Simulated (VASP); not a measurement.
# AlRu5 (P-6m2) in VASP: a series of runs, part 2 of 3

VASP 6.6.1. The steps go on from the part before.

## (3) Single point, PBE

The input, INCAR:

```
SYSTEM = AlRu5
PREC = Accurate
ENCUT = 520
EDIFF = 1E-7
ISMEAR = 0
SIGMA = 0.1
LREAL = .False.
LASPH = .True.
NELM = 80
ALGO = Fast
ISIF = 2
LWAVE = .False.
LCHARG = .False.
GGA = PE
NBANDS = 46
```

The input, KPOINTS:

```
regular mesh
0
Gamma
  12 12 4
  0 0 0
```

The input, POSCAR:

```
AlRu5
1.0
    2.7503162058      0.0000000000      0.0000000000
   -1.3751581029      2.3818437026      0.0000000000
    0.0000000000      0.0000000000     12.6731693901
Al Ru
1 5
Direct
    0.0000000000      0.0000000000      0.0000000000
    0.3333333333      0.6666666667      0.1650097911
    0.0000000000      0.0000000000      0.3322577673
    0.3333333333      0.6666666667      0.5000000000
    0.3333333333      0.6666666667      0.8349902089
    0.0000000000      0.0000000000      0.6677422327
```

Potentials or basis: VASP PAW PBE potentials, release 64 (Al, Ru_pv).

The run is started by

```
cat potpaw_PBE.64/Al/POTCAR potpaw_PBE.64/Ru_pv/POTCAR > POTCAR
mpirun -np 1 vasp_std > vasp.out
```

OUTCAR:

```text
SYSTEM = AlRu5
   PREC = Accurate
   ENCUT = 520
   EDIFF = 1E-7
   ISMEAR = 0
   LREAL = .False.
   LASPH = .True.
   NELM = 80
   ISIF = 2
   GGA = PE

 ion  position               nearest neighbor table
   1  0.000  0.000  0.000-   2 2.63   5 2.63   2 2.63   5 2.63   2 2.63   5 2.63
   2  0.333  0.667  0.165-   1 2.63   1 2.63   1 2.63   3 2.65   3 2.65   3 2.65
   3  0.000  0.000  0.332-   2 2.65   2 2.65   2 2.65   4 2.65   4 2.65   4 2.65
   4  0.333  0.667  0.500-   3 2.65   6 2.65   3 2.65   6 2.65   3 2.65   6 2.65
   5  0.333  0.667  0.835-   1 2.63   1 2.63   1 2.63   6 2.65   6 2.65   6 2.65
   6  0.000  0.000  0.668-   5 2.65   5 2.65   5 2.65   4 2.65   4 2.65   4 2.65

  LATTYP: Found a hexagonal cell.
 ALAT       =     2.7503162058
 C/A-ratio  =     4.6078953989

  Lattice vectors:

 A1 = (   2.7503162058,   0.0000000000,   0.0000000000)
 A2 = (  -1.3751581029,   2.3818437026,   0.0000000000)
 A3 = (   0.0000000000,   0.0000000000,  12.6731693901)

Analysis of symmetry for initial positions (statically):
=====================================================================
 Subroutine PRICEL returns:
 Original cell was already a primitive cell.

 Routine SETGRP: Setting up the symmetry group for a
 hexagonal supercell.

 Subroutine GETGRP returns: Found 12 space group operations
 (whereof 12 operations were pure point group operations)
 out of a pool of 24 trial point group operations.

The static configuration has the point symmetry D_3h.

Analysis of symmetry for dynamics (positions and initial velocities):
=====================================================================
 Subroutine PRICEL returns:
 Original cell was already a primitive cell.

 Routine SETGRP: Setting up the symmetry group for a
 hexagonal supercell.

 Subroutine GETGRP returns: Found 12 space group operations
 (whereof 12 operations were pure point group operations)
 out of a pool of 24 trial point group operations.

The dynamic configuration has the point symmetry D_3h.

 Subroutine INISYM returns: Found 12 space group operations
[... 129 lines left out ...]
   LORBIT       =      0    0 simple, 1 ext, 2 COOP (PROOUT), +10 PAW based schemes
   GGA     = PE    functional components
   LHFCALC =     F    Hartree Fock is set to
   AEXX    =    0.0000 exact exchange contribution
   IVDW    =     0    specifies the selected vdW correction
   LEPSILON=     F    determine dielectric tensor
   LRPA    =     F    only Hartree local field effects (RPA)
 non-spin polarized calculation
 RMM-DIIS sequential band-by-band and
 Gauss-broadening in eV      SIGMA  =   0.10
  energy-cutoff  :      520.00
  volume of cell :       83.02
 maximum number of plane-waves:      2259
   NGX = 11   NGY = 11   NGZ = 47

 number of electron      72.9999999 magnetization

 Free energy of the ion-electron system (eV)
  ---------------------------------------------------
  ext. energy  EPLUGINS =         0.00000000
  ---------------------------------------------------
  free energy    TOTEN  =       -50.61490934 eV

  energy without entropy =      -50.59284505  energy(sigma->0) =      -50.60387719

 E-fermi :  12.0069     XC(G=0): -13.4703

 val. band max:       11.9983236596   @ k =   0.4167   0.0833   0.5000
 cond. band min:      12.0137074534   @ k =   0.3333   0.0000   0.2500
 fundamental gap:      0.0153837938
 Fermi energy:        12.0069305496

 k-point     1 :       0.0000    0.0000    0.0000
  band No.  band energies     occupation
      1     -31.5497      2.00000
      2     -31.2506      2.00000
      3     -30.9364      2.00000
      4     -30.7655      2.00000
      5     -30.7655      2.00000
      6     -30.7085      2.00000
[... 1165 lines left out ...]
     45      15.6247      0.00000
     46      16.3471      0.00000

 [... further k-points ...]

------------------------ aborting loop because EDIFF is reached ----------------------------------------

  FORCE on cell =-STRESS in cart. coord.  units (eV):
  Direction    XX          YY          ZZ          XY          YZ          ZX
  --------------------------------------------------------------------------------------
  -------------------------------------------------------------------------------------
  Total       -0.0597535     -0.0597535     -0.0492693     -0.0000000      0.0000000     -0.0000000
  in kB       -1.1531684     -1.1531684     -0.9508366     -0.0000000      0.0000000     -0.0000000
  external PRESSURE =      -1.0857245 kB  Pullay stress =       0.0000000 kB

 VOLUME and BASIS-vectors are now :
 -----------------------------------------------------------------------------
  energy-cutoff  :      520.00
  volume of cell :       83.02
      direct lattice vectors                 reciprocal lattice vectors
     2.750316206  0.000000000  0.000000000     0.363594556  0.209921415  0.000000000
    -1.375158103  2.381843703  0.000000000     0.000000000  0.419842830  0.000000000
     0.000000000  0.000000000 12.673169390     0.000000000  0.000000000  0.078906860

 POSITION                                       TOTAL-FORCE (eV/Angst)
 -----------------------------------------------------------------------------------
      0.00000      0.00000      0.00000        -0.000000      0.000000      0.000000
     -0.00000      1.58790      2.09120        -0.000000      0.000000      0.005701
      0.00000      0.00000      4.21076        -0.000000     -0.000000     -0.004479
     -0.00000      1.58790      6.33658         0.000000     -0.000000      0.000000
     -0.00000      1.58790     10.58197         0.000000     -0.000000     -0.005701
      0.00000      0.00000      8.46241        -0.000000     -0.000000      0.004479
 -----------------------------------------------------------------------------------
    total drift:                               -0.000000      0.000000     -0.000000

  FREE ENERGIE OF THE ION-ELECTRON SYSTEM (eV)
  ---------------------------------------------------
  free  energy   TOTEN  =       -50.6149093380 eV

  energy  without entropy=      -50.5928450512  energy(sigma->0) =      -50.60387719
```

stdout:

```text
POSCAR found type information on POSCAR AlRu
 POSCAR found :  2 types and       6 ions
 scaLAPACK will be used
 LDA part: xc-table for (Slater+PW92), standard interpolation
 POSCAR, INCAR and KPOINTS ok, starting setup
 FFT: planning ... GRIDC
 FFT: planning ... GRID_SOFT
 FFT: planning ... GRID
 WAVECAR not read
 entering main loop
```

Wall time 3.4 min (1 thread of Intel Xeon 8259CL, shared host); peak memory 0.3 GiB.

What came out:

```yaml
Free_energy: -50.6149 eV
Pressure: -0.1 GPa
Largest_force: 0.006 eV/Å
Band_gap_on_the_k_mesh: zero (an odd number of electrons rules out a gap without spin polarisation)
```

Forces on the atoms (eV/Å):
```
Al   0.000  0.000  0.000
Ru   0.000  0.000  0.006
Ru   0.000  0.000 -0.004
Ru   0.000  0.000  0.000
Ru   0.000  0.000 -0.006
Ru   0.000  0.000  0.004
```

## (4) Single point, PBE (14.67 Å³/atom)

This run uses another cell than the first one, of 14.67 Å³/atom.

The input, INCAR:

```
ALGO = Fast ; EDIFF = 1E-6
ENCUT = 520 ; GGA = PE
ISIF = 2 ; ISMEAR = 0
LASPH = T ; LCHARG = F
LREAL = F ; LWAVE = F
NBANDS = 46 ; NELM = 60
PREC = Accurate ; SIGMA = 0.1
```

The input, KPOINTS:

```
k-points
0
Gamma
  12 12 4
```

The input, POSCAR:

```
AlRu5
1.0
    2.8068995087      0.0000000000      0.0000000000
   -1.4034497543      2.4308462804      0.0000000000
    0.0000000000      0.0000000000     12.8974137316
Al Ru
1 5
Direct
    0.0000000000      0.0000000000      0.0000000000
    0.3333333333      0.6666666667      0.1666952778
    0.0000000000      0.0000000000      0.3329937023
    0.3333333333      0.6666666667      0.5000000000
    0.3333333333      0.6666666667      0.8333047222
    0.0000000000      0.0000000000      0.6670062977
```

The run is started by

```
cat potpaw_PBE.64/Al/POTCAR potpaw_PBE.64/Ru_pv/POTCAR > POTCAR
mpirun -np 1 vasp_std > vasp.out
```

Run time: 3.6 min. Hardware: 1 thread of Intel Xeon 8259CL, shared host; peak memory 0.34 GiB.

Results (log left out):

```yaml
Free_energy: -50.3927 eV
Pressure: -13.6 GPa
Largest_force: 0.011 eV/Å
Band_gap_on_the_k_mesh: zero (an odd number of electrons rules out a gap without spin polarisation)
```

Forces in eV/Å, atoms in the order of the input:
```
Al   0.000  0.000  0.000
Ru   0.000  0.000  0.008
Ru   0.000  0.000 -0.011
Ru   0.000  0.000  0.000
Ru   0.000  0.000 -0.008
Ru   0.000  0.000  0.011
```

Levels at points of the mesh, in eV from the Fermi level:
```
           k point  band 32  band 33  band 34  band 35  band 36  band 37  band 38  band 39  band 40  band 41
(0.00, 0.00, 0.00)    -2.09    -1.81    -1.81    -1.49    -1.10    -1.10    -0.41    -0.41     0.32     0.32
(0.50, 0.00, 0.00)    -0.98     0.11     0.33     0.34     1.09     1.09     1.34     1.37     1.44     1.48
(0.00, 0.00, 0.50)    -2.07    -1.81    -1.81    -1.11    -1.11    -0.77    -0.38    -0.38     0.24     0.28
(0.50, 0.00, 0.50)    -1.05    -0.20     0.19     0.31     1.07     1.09     1.33     1.37     1.48     1.50
```

Caveat: the cell stands under tension.

(Part 2 of 3 ends here.)

The gap in the log of VASP goes by the Fermi energy; the results here count the filled bands.